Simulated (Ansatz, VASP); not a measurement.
**One calculation of Zn6O, two programs**

```xyz
7
Lattice="2.4503 1.4147 4.4950 -2.4503 1.4147 4.4950 0.0000 -2.8293 4.4950" Properties=species:S:1:pos:R:3 pbc="T T T"
Zn    0.7043   -1.5450    5.5302
Zn   -1.6902    0.1626    5.5302
Zn   -0.9859   -1.3824    7.9547
Zn    1.6902   -0.1626    7.9547
Zn   -0.7043    1.5450    7.9547
Zn    0.9859    1.3824    5.5302
O     0.0000    0.0000    0.0000
```

Change from the starting cell: species swapped into the TeF6 type (R-3, No. 148).

Alike in both runs: task relaxation of cell and atoms; functional PBE; k mesh 4 × 4 × 4; occupations gaussian, width 0.2 eV; no spin polarisation.

|  | VASP | Ansatz |
| --- | --- | --- |
| version | VASP 6.6.1 | Ansatz 0.2.0 |
| potentials or method | VASP PAW PBE potentials, release 64 (Zn, O), cutoff 600 eV | scalar-relativistic, plane waves, PAW |
| valence electrons in the cell | 78 | 78 |

Ansatz gave:

| Property | Result |
| --- | --- |
| gap on the k mesh at the Fermi level, each at its own relaxed structure (eV) | none |
| relaxed volume (Å³/atom) | 14.38 |
| relaxed length of the cell vector where the two differ most in proportion (Å) | 5.353 |

Question: Estimate VASP's values.

Answer: gap on the k mesh at the Fermi level, each at its own relaxed structure (eV): none; relaxed volume (Å³/atom): 14.38; relaxed length of the cell vector where the two differ most in proportion (Å): 5.364.

A gap of «none» marks a metal or a gap that the smearing closes.

The k mesh is coarse, so the values compare programs but aren't converged.
